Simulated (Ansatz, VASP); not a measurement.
This is a calculation of Pd for Ansatz 0.2.0.

File input:

```
crystal:
  lattice:
    - [-1.572281, 1.572281, 1.572281]
    - [1.572281, -1.572281, 1.572281]
    - [1.572281, 1.572281, -1.572281]
  atoms:
    - { symbol: Pd, position: [0.0, 0.0, 0.0] }
hamiltonian:
  xc: r2scan50
  pseudopotentials: { kind: paw }
kpoints:
  mp_grid: { grid: [6, 6, 6] }
scf:
  occupations: { method: fermi_dirac, width: 0.05 }
output:
  forces: true
  stress: true
  eigenvalues: true
```

Problem. Translate it to VASP 6.6.1. Potentials there: VASP PAW PBE potentials, release 64 (Pd).

Solution. As run (the cutoff follows the program's own potentials):

File POSCAR:

```
Pd
1.0
   -1.5722810000      1.5722810000      1.5722810000
    1.5722810000     -1.5722810000      1.5722810000
    1.5722810000      1.5722810000     -1.5722810000
Pd
1
Direct
    0.0000000000      0.0000000000      0.0000000000
```

Contents of INCAR.step1:

```
  PREC = Accurate
  ENCUT = 520
  EDIFF = 1E-5
  ISMEAR = -1
  SIGMA = 0.05
  LREAL = F
  LASPH = T
  NELM = 100
  ALGO = Normal
  ISIF = 2
  LWAVE = T
  LCHARG = F
  GGA = PE
  NBANDS = 11
```

Contents of INCAR.step2:

```
  PREC = Accurate
  ENCUT = 520
  EDIFF = 1E-7
  ISMEAR = -1
  SIGMA = 0.05
  LREAL = F
  LASPH = T
  NELM = 100
  ALGO = Normal
  ISIF = 2
  LWAVE = F
  LCHARG = F
  METAGGA = R2SCAN
  LHFCALC = T
  AEXX = 0.5
  LMIXTAU = T
  PRECFOCK = Normal
  ISTART = 1
  NBANDS = 11
```

Contents of KPOINTS:

```
Automatic mesh
0
Gamma
  6 6 6
```

Potentials or basis: VASP PAW PBE potentials, release 64 (Pd).

Launch:

```bash
$ cat potpaw_PBE.64/Pd/POTCAR > POTCAR
$ cp INCAR.step1 INCAR
$ mpirun -np 1 vasp_std > vasp.out
$ cp INCAR.step2 INCAR
$ mpirun -np 1 vasp_std > vasp.out
```

Both were run:

|  | VASP | Ansatz | Ansatz less VASP |
| --- | --- | --- | --- |
| gap on the k mesh at the Fermi level (eV) | none | none | - |
| pressure (GPa) | -10.8 | -11.5 | -0.70 |

VASP's potentials were made for PBE, not for r2SCAN50. A gap of «none» marks a metal or a gap that the smearing closes. VASP's potentials hold 10 valence electrons a cell and Ansatz's 18, so a difference there can come from the potentials and not from the codes.

The k mesh is coarse, so the values compare programs but aren't converged.
